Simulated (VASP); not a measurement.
Wanted: the native input for a VASP 6.6.1 run.

| Property | Result |
| --- | --- |
| Task | single point |
| Functional | PBE |
| Potentials or basis | VASP PAW PBE potentials, release 64 (Al, Ni) |
| Cutoff | 520 eV |
| k mesh | 12 × 9 × 17 |
| Occupations | gaussian, width 0.1 eV |
| Spin | no spin polarisation |
| Dipole correction | no |
| Further INCAR settings | ALGO = Fast; EDIFF = 1e-06; NBANDS = 14; ISYM = 0 |

The structure of AlNi lies in POSCAR:

```
AlNi
1.0
    2.8930919372      0.0000000000      0.0000000000
    0.0000000000      4.0914498548      0.0000000000
    0.0000000000      2.0457249274      2.0457249274
Al Ni
1 1
Direct
    0.5000000000      0.5000000000      0.0000000000
    0.0000000000      0.0000000000      0.0000000000
```

The input as run:

INCAR

```
SYSTEM = AlNi
PREC     = Accurate       ! precision mode
ENCUT    = 520            ! plane-wave cutoff, eV
EDIFF    = 1E-6           ! SCF threshold, eV
ISMEAR   = 0              ! smearing method
SIGMA    = 0.1            ! smearing width, eV
LREAL    = .FALSE.        ! projectors in reciprocal space
LASPH    = .TRUE.         ! aspherical terms in the spheres
NELM     = 100            ! most SCF steps
ALGO     = Fast           ! electronic algorithm
ISIF     = 2              ! what is computed and relaxed
LWAVE    = .FALSE.        ! write WAVECAR
LCHARG   = .FALSE.        ! write CHGCAR
GGA      = PE             ! functional
ISYM     = 0            
NBANDS   = 14             ! bands
```

KPOINTS

```
regular mesh
0
G
  12 9 17
  0 0 0
```

Potentials or basis: VASP PAW PBE potentials, release 64 (Al, Ni).

Command:

```sh
$ cat potpaw_PBE.64/Al/POTCAR potpaw_PBE.64/Ni/POTCAR > POTCAR
$ mpirun -np 1 vasp_std > vasp.out
```

Results of the run:

| Item | Value |
| --- | --- |
| Pressure | -0.2 GPa |
| Band gap on the k mesh | zero (an odd number of electrons rules out a gap without spin polarisation) |

It took 8 min on 1 thread of Intel Xeon 8259CL, on a shared host, peak memory 0.42 GiB.
